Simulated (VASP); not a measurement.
# Tl (R-3m) in VASP: single point with r2SCAN

Aim: the single point of Tl with r2SCAN.

All numbers are computed with VASP 6.6.1; they aren't measurements. Logs are shortened: lines on timing, memory, paths and dates and some standing lists are left out, and cuts for length are marked.

## Step 1: The cell of the first run

The structure is trigonal, space group R-3m (No. 166). Conventional cell: a = 3.562 Å, b = 3.562 Å, c = 24.721 Å, α = 90.00°, β = 90.00°, γ = 120.00°. Within 4.5 Å of Tl (site symmetry -3m) lie 12 Tl at 3.46 to 3.56 Å. Tl (site symmetry 3m) has 12 Tl at 3.38 to 3.56 Å within 4.4 Å.

## Step 2: Single point, r2SCAN

Input file POSCAR:

```
Tl
1.0
    1.7810518452      1.0282907623      8.2404167867
   -1.7810518452      1.0282907623      8.2404167867
    0.0000000000     -2.0565815246      8.2404167867
Tl
3
Direct
    0.0000000000      0.0000000000      0.0000000000
    0.2209406600      0.2209406600      0.2209406600
    0.7790593400      0.7790593400      0.7790593400
```

Input file INCAR.step1:

```
PREC = Accurate
ENCUT = 520
ISMEAR = 0
SIGMA = 0.1
LREAL = False
LASPH = True
NELM = 100
NBANDS = 26
GGA = PE
ALGO = Normal
EDIFF = 1E-4
LWAVE = True
LCHARG = False
```

Input file INCAR.step2:

```
PREC = Accurate
ENCUT = 520
EDIFF = 1E-6
ISMEAR = 0
SIGMA = 0.1
LREAL = False
LASPH = True
NELM = 100
ALGO = Normal
ISIF = 2
LWAVE = False
LCHARG = False
METAGGA = R2SCAN
LMIXTAU = True
NBANDS = 26
ISTART = 1
```

Input file KPOINTS:

```
Automatic mesh
0
Gamma
  6 6 6
```

Potentials or basis: VASP PAW PBE potentials, release 64 (Tl_d).

Run with:

```console
> cat potpaw_PBE.64/Tl_d/POTCAR > POTCAR
> cp INCAR.step1 INCAR
> mpirun -np 1 vasp_std > vasp.out
> cp INCAR.step2 INCAR
> mpirun -np 1 vasp_std > vasp.out
```

OUTCAR:

```text
PREC = Accurate
   ENCUT = 520
   EDIFF = 1E-6
   ISMEAR = 0
   LREAL = False
   LASPH = True
   NELM = 100
   ISIF = 2
   METAGGA = R2SCAN
   ISTART = 1

 ion  position               nearest neighbor table
   1  0.000  0.000  0.000-   3 3.46   3 3.46   2 3.46   2 3.46   3 3.46   2 3.46
   2  0.221  0.221  0.221-   3 3.38   3 3.38   3 3.38   1 3.46   1 3.46   1 3.46
   3  0.779  0.779  0.779-   2 3.38   2 3.38   2 3.38   1 3.46   1 3.46   1 3.46

  LATTYP: Found a trigonal (rhomboedric) cell.
 ALAT       =     8.4931735168
 COS(alpha) =     0.9120485254

  Lattice vectors:

 A1 = (   1.7810518452,   1.0282907623,   8.2404167867)
 A2 = (  -1.7810518452,   1.0282907623,   8.2404167867)
 A3 = (   0.0000000000,  -2.0565815246,   8.2404167867)

Analysis of symmetry for initial positions (statically):
=====================================================================
 Subroutine PRICEL returns:
 Original cell was already a primitive cell.

 Routine SETGRP: Setting up the symmetry group for a
 trigonal (rhombohedral) supercell.

 Subroutine GETGRP returns: Found 12 space group operations
 (whereof 12 operations were pure point group operations)
 out of a pool of 12 trial point group operations.

The static configuration has the point symmetry D_3d.

Analysis of symmetry for dynamics (positions and initial velocities):
=====================================================================
 Subroutine PRICEL returns:
 Original cell was already a primitive cell.

 Routine SETGRP: Setting up the symmetry group for a
 trigonal (rhombohedral) supercell.

 Subroutine GETGRP returns: Found 12 space group operations
 (whereof 12 operations were pure point group operations)
 out of a pool of 12 trial point group operations.

The dynamic configuration has the point symmetry D_3d.

 Subroutine INISYM returns: Found 12 space group operations
 (whereof 12 operations are pure point group operations),
 and found     1 'primitive' translations

----------------------------------------------------------------------------------------

                                     Primitive cell

  volume of cell :      90.5509

  direct lattice vectors                    reciprocal lattice vectors
     1.781051845  1.028290762  8.240416787     0.280732984  0.162081264  0.040451028
    -1.781051845  1.028290762  8.240416787    -0.280732984  0.162081264  0.040451028
     0.000000000 -2.056581525  8.240416787     0.000000000 -0.324162528  0.040451028

  length of vectors
     8.493173517  8.493173517  8.493173517     0.326676645  0.326676645  0.326676645

  position of ions in fractional coordinates (direct lattice)
     0.000000000  0.000000000  0.000000000
     0.220940660  0.220940660  0.220940660
     0.779059340  0.779059340  0.779059340

  ion indices of the primitive-cell ions
   primitive index   ion index
                 1           1
                 2           2
                 3           3

----------------------------------------------------------------------------------------

 KPOINTS: Automatic mesh

Automatic generation of k-mesh.
 Grid dimensions read from file:
 generate k-points for:    6    6    6

 Generating k-lattice:

  Cartesian coordinates                     Fractional coordinates (reciprocal lattice)
     0.046788831  0.027013544  0.006741838     0.166666667  0.000000000 -0.000000000
    -0.046788831  0.027013544  0.006741838     0.000000000  0.166666667 -0.000000000
     0.000000000 -0.054027088  0.006741838    -0.000000000 -0.000000000  0.166666667

  Length of vectors
     0.054446108  0.054446108  0.054446108

  Shift w.r.t. Gamma in fractional coordinates (k-lattice)
     0.000000000  0.000000000  0.000000000

 Subroutine IBZKPT returns following result:
 ===========================================

 Found     32 irreducible k-points:

 Following reciprocal coordinates:
            Coordinates               Weight
  0.000000  0.000000  0.000000      1.000000
  0.166667 -0.000000 -0.000000      6.000000
  0.333333 -0.000000 -0.000000      6.000000
  0.500000 -0.000000 -0.000000      3.000000
  0.166667  0.166667 -0.000000      6.000000
  0.333333  0.166667 -0.000000     12.000000
[... 16 lines left out ...]
  0.500000  0.500000  0.166667      6.000000
 -0.333333  0.500000  0.166667     12.000000
 [... further k-points ...]
   k-points           NKPTS =     32   k-points in BZ     NKDIM =     32   number of bands    NBANDS=     26
   number of dos      NEDOS =    301   number of ions     NIONS =      3
   total plane-waves  NPLWV = 262144
   dimension x,y,z NGX =    64 NGY =   64 NGZ =   64
   dimension x,y,z NGXF=   128 NGYF=  128 NGZF=  128
   ions per type =               3
   NGX,Y,Z   is equivalent  to a cutoff of  12.53, 12.53, 12.53 a.u.
   NGXF,Y,Z  is equivalent  to a cutoff of  25.05, 25.05, 25.05 a.u.
 SYSTEM =  unknown system
   PREC   = accura    normal or accurate (medium, high low for compatibility)
   ISTART =      1    job   : 0-new  1-cont  2-samecut
   ICHARG =      0    charge: 1-file 2-atom 10-const
   ISPIN  =      1    spin polarized calculation?
   LNONCOLLINEAR =      F non collinear calculations
   LSORBIT =      F    spin-orbit coupling
   LASPH  =      T    aspherical Exc in radial PAW
   ENCUT  =  520.0 eV  38.22 Ry    6.18 a.u.  15.79 15.79 15.79*2*pi/ulx,y,z
   NELM   =    100;   NELMIN=  2; NELMDL=  0     # of ELM steps
   EDIFF  = 0.1E-05   stopping-criterion for ELM
   LREAL  =      F    real-space projection
   EDIFFG = 0.1E-04   stopping-criterion for IOM
   NSW    =      0    number of steps for IOM
   IBRION =     -1    ionic relax: 0-MD 1-quasi-New 2-CG
   NFREE  =      0    steps in history (QN), initial steepest desc. (CG)
   ISIF   =      2    stress and relaxation
   ISYM   =      2    0-nonsym 1-usesym 2-fastsym
   POTIM  = 0.5000    time-step for ionic-motion
   TEBEG  =    0.0;   TEEND  =   0.0 temperature during run
   PSTRESS=    0.0 pullay stress
   NELECT =      39.0000    total number of electrons
   NUPDOWN=      -1.0000    fix difference up-down
   EMIN   =  10.00;   EMAX   =-10.00  energy-range for DOS
   EFERMI =   0.00;   METHOD = LEGACY
   ISMEAR =     0;   SIGMA  =   0.10  broadening in eV -4-tet -1-fermi 0-gaus
   EFERMI_NEDOS =   21; number of points for ismear=-14 and -15
   IALGO  =     38    algorithm
   IMIX   =      4    mixing-type and parameters
     AMIX     =   0.40;   BMIX     =  1.00
     AMIX_MAG =   1.60;   BMIX_MAG =  1.00
  volume/ion in A,a.u.               =      30.18       203.69
  Fermi-wavevector in a.u.,A,eV,Ry     =   1.236323  2.336312 20.796442  1.528495
  Thomas-Fermi vector in A             =   2.370937
   LORBIT       =      0    0 simple, 1 ext, 2 COOP (PROOUT), +10 PAW based schemes
   METAGGA = R2SCAN    functional components
   LHFCALC =     F    Hartree Fock is set to
   AEXX    =    0.0000 exact exchange contribution
   IVDW    =     0    specifies the selected vdW correction
   LEPSILON=     F    determine dielectric tensor
   LRPA    =     F    only Hartree local field effects (RPA)
 non-spin polarized calculation
 Gauss-broadening in eV      SIGMA  =   0.10
  energy-cutoff  :      520.00
  volume of cell :       90.55
 maximum number of plane-waves:      2491
   NGX = 31   NGY = 31   NGZ = 31

 number of electron      38.9999997 magnetization

 Free energy of the ion-electron system (eV)
  ---------------------------------------------------
  ext. energy  EPLUGINS =         0.00000000
  ---------------------------------------------------
  free energy    TOTEN  =      -159.55016390 eV

  energy without entropy =     -159.54751302  energy(sigma->0) =     -159.54883846

 E-fermi :   6.0682     XC(G=0): -10.5249

 val. band max:        5.9831532151   @ k =   0.5000   0.5000  -0.0000
 cond. band min:       6.1162353806   @ k =  -0.3333   0.3333   0.0000
 fundamental gap:      0.1330821655
 Fermi energy:         6.0682382989

 k-point     1 :       0.0000    0.0000    0.0000
  band No.  band energies     occupation
      1      -6.2329      2.00000
      2      -6.1847      2.00000
      3      -6.1379      2.00000
      4      -6.1379      2.00000
      5      -6.0980      2.00000
      6      -6.0980      2.00000
[... 18 lines left out ...]
     25      15.5772      0.00000
     26      15.5772      0.00000

 k-point     2 :       0.1667   -0.0000   -0.0000
  band No.  band energies     occupation
      1      -6.2390      2.00000
      2      -6.1997      2.00000
      3      -6.1248      2.00000
      4      -6.1032      2.00000
      5      -6.1008      2.00000
      6      -6.0635      2.00000
[... 18 lines left out ...]
     25      12.8922      0.00000
     26      15.1874      0.00000

 k-point     3 :       0.3333   -0.0000   -0.0000
  band No.  band energies     occupation
      1      -6.3287      2.00000
      2      -6.2762      2.00000
      3      -6.2268      2.00000
      4      -6.1572      2.00000
      5      -6.1429      2.00000
      6      -6.1067      2.00000
[... 18 lines left out ...]
     25      11.1793      0.00000
     26      13.2079      0.00000

 k-point     4 :       0.5000   -0.0000   -0.0000
  band No.  band energies     occupation
      1      -6.3455      2.00000
      2      -6.3416      2.00000
      3      -6.2830      2.00000
      4      -6.2531      2.00000
      5      -6.1744      2.00000
      6      -6.1451      2.00000
[... 18 lines left out ...]
     25      10.4760      0.00000
     26      12.4402      0.00000
[... 496 lines left out ...]
      1      -6.3182      2.00000
      2      -6.2891      2.00000
      3      -6.2145      2.00000
      4      -6.1283      2.00000
      5      -6.1064      2.00000
      6      -6.0941      2.00000
[... 18 lines left out ...]
     25      10.4401      0.00000
     26      11.4899      0.00000

 k-point    23 :       0.5000    0.5000    0.1667
  band No.  band energies     occupation
      1      -6.3487      2.00000
      2      -6.2838      2.00000
      3      -6.2082      2.00000
      4      -6.1522      2.00000
      5      -6.0862      2.00000
      6      -6.0570      2.00000
[... 18 lines left out ...]
     25      12.7882      0.00000
     26      13.1382      0.00000

 k-point    24 :      -0.3333    0.5000    0.1667
  band No.  band energies     occupation
      1      -6.3023      2.00000
      2      -6.2933      2.00000
      3      -6.2114      2.00000
      4      -6.1773      2.00000
      5      -6.1030      2.00000
      6      -6.0637      2.00000
[... 18 lines left out ...]
     25      10.1043      0.00000
     26      12.2161      0.00000

 [... further k-points ...]

------------------------ aborting loop because EDIFF is reached ----------------------------------------

  FORCE on cell =-STRESS in cart. coord.  units (eV):
  Direction    XX          YY          ZZ          XY          YZ          ZX
  --------------------------------------------------------------------------------------
  -------------------------------------------------------------------------------------
  Total       -0.2477290     -0.2477290     -0.0355823     -0.0000000     -0.0000000     -0.0000000
  in kB       -4.3832325     -4.3832325     -0.6295817     -0.0000000     -0.0000000     -0.0000000
  external PRESSURE =      -3.1320156 kB  Pullay stress =       0.0000000 kB

 VOLUME and BASIS-vectors are now :
 -----------------------------------------------------------------------------
  energy-cutoff  :      520.00
  volume of cell :       90.55
      direct lattice vectors                 reciprocal lattice vectors
     1.781051845  1.028290762  8.240416787     0.280732984  0.162081264  0.040451028
    -1.781051845  1.028290762  8.240416787    -0.280732984  0.162081264  0.040451028
     0.000000000 -2.056581525  8.240416787     0.000000000 -0.324162528  0.040451028

 POSITION                                       TOTAL-FORCE (eV/Angst)
 -----------------------------------------------------------------------------------
      0.00000      0.00000      0.00000         0.000000     -0.000000      0.000000
      0.00000      0.00000      5.46193         0.000000     -0.000000      0.009854
      0.00000      0.00000     19.25932         0.000000      0.000000     -0.009854
 -----------------------------------------------------------------------------------
    total drift:                                0.000000     -0.000000      0.000000

  FREE ENERGIE OF THE ION-ELECTRON SYSTEM (eV)
  ---------------------------------------------------
  free  energy   TOTEN  =      -159.5501638997 eV

  energy  without entropy=     -159.5475130179  energy(sigma->0) =     -159.54883846
```

Wall time 14 min (1 thread of Intel Xeon Platinum 8488C (Sapphire Rapids), shared host); peak memory 0.62 GiB.

Results:

```
Free energy            : -159.5502 eV
Pressure               : -0.3 GPa
Largest force          : 0.010 eV/Å
Band gap on the k mesh : zero (an odd number of electrons rules out a gap without spin polarisation)
```

Forces in eV/Å, atoms in the order of the input:
```
Tl   0.000  0.000  0.000
Tl   0.000  0.000  0.010
Tl   0.000  0.000 -0.010
```

Stress tensor (GPa, compression positive):
```
-0.44  0.00  0.00
 0.00 -0.44  0.00
 0.00  0.00 -0.06
```

Caveat: the PAW data sets were made with another functional, which shifts forces and pressure a little; spin-orbit coupling is left out, which moves the levels of the heavy elements.
